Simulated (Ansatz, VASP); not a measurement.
One calculation of Ni, two programs

```
Ni
1.0
     0.00000    1.75861    1.75861
     1.75861    0.00000    1.75861
     1.75861    1.75861    0.00000
Ni
1
Direct
  0.00000 0.00000 0.00000
```

Alike in both runs: functional PBE; k mesh 18 × 18 × 18; occupations methfessel-paxton of order 1, width 0.1 eV; collinear spin.

Ansatz relaxed the structure, and its values are those at the end. VASP's run is a single point on that final structure, the one shown.

```csv
,VASP,Ansatz
version,VASP 6.6.1,Ansatz 0.2.0
potentials or method,"VASP PAW PBE potentials, release 64 (Ni)","scalar-relativistic, plane waves, PAW"
plane-wave cutoff (eV),520,420
valence electrons in the cell,10,18
```

|  | VASP | Ansatz | Ansatz less VASP |
| --- | --- | --- | --- |
| gap on the k mesh at the Fermi level (eV) | none | none | - |
| pressure (GPa) | -0.2 | 0.0 | +0.16 |
| net moment per atom (μB) | 0.62 | 0.62 | +0.004 |
| size of the moment on the site where the two differ most (μB) | 0.63 | 0.66 | +0.031 |

Site moments also hang on the region over which each program counts them. A gap of «none» marks a metal or a gap that the smearing closes. VASP's potentials hold 10 valence electrons a cell and Ansatz's 18, so a difference there can come from the potentials and not from the codes.
